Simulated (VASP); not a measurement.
WS2: single point with PBEsol+D3(BJ)

Crystal: WS2.

```
CELL_PARAMETERS angstrom
2.85954 0.00000 0.00000
-1.42977 2.47643 0.00000
0.00000 0.00000 5.75718
ATOMIC_POSITIONS crystal
W 0.33333 0.66667 0.00000
S 0.66667 0.33333 0.72271
S 0.66667 0.33333 0.27729
```

| Property | Result |
| --- | --- |
| Program | VASP 6.6.1 |
| Task | single point |
| Functional | PBEsol |
| Dispersion | D3(BJ) |
| Potentials or basis | VASP PAW PBE potentials, release 64 (W_sv, S) |
| Cutoff | 520 eV |
| k mesh | 12 × 12 × 6 |
| Occupations | gaussian, width 0.02 eV |
| Spin | no spin polarisation |
| Dipole correction | no |
| Further INCAR settings | ALGO = Normal; EDIFF = 1e-07; NBANDS = 20 |

| Quantity | Value |
| --- | --- |
| Pressure | 50.5 GPa |
| Largest force | 0.007 eV/Å |
| Band gap on the k mesh | zero (band 13 reaches 11.29 eV, above the bottom of band 14 at 11.24 eV) |
| Dispersion energy per atom | -0.507 eV |

Forces in eV/Å, atoms in the order of the input:
```
W    0.000  0.000  0.000
S    0.000  0.000 -0.007
S    0.000  0.000  0.007
```

Stress tensor (GPa, compression positive):
```
50.43  0.00  0.00
 0.00 50.43  0.00
 0.00  0.00 50.56
```

Levels at points of the mesh, in eV from the Fermi level:
| k point | band 11 | band 12 | band 13 | band 14 | band 15 | band 16 |
| --- | --- | --- | --- | --- | --- | --- |
| (0.00, 0.00, 0.00) | -1.57 | -1.57 | -1.31 | 2.76 | 2.76 | 3.40 |
| (0.50, 0.00, 0.00) | -3.02 | -1.92 | -1.64 | 1.49 | 3.93 | 4.40 |
| (0.00, 0.00, 0.50) | -1.73 | -1.73 | 0.07 | 2.84 | 2.84 | 3.55 |
| (0.50, 0.00, 0.50) | -4.34 | -1.02 | -0.55 | 2.29 | 3.93 | 4.01 |

It took 32 s on 1 thread of Intel(R) Xeon(R) 6975P-C (Granite Rapids), with other jobs on the host, peak memory 0.21 GiB.

Caveat: the PAW data sets were made with another functional, which shifts forces and pressure a little; spin-orbit coupling is left out, which moves the levels of the heavy elements; pairwise dispersion overbinds metals, which lowers pressure and volume.
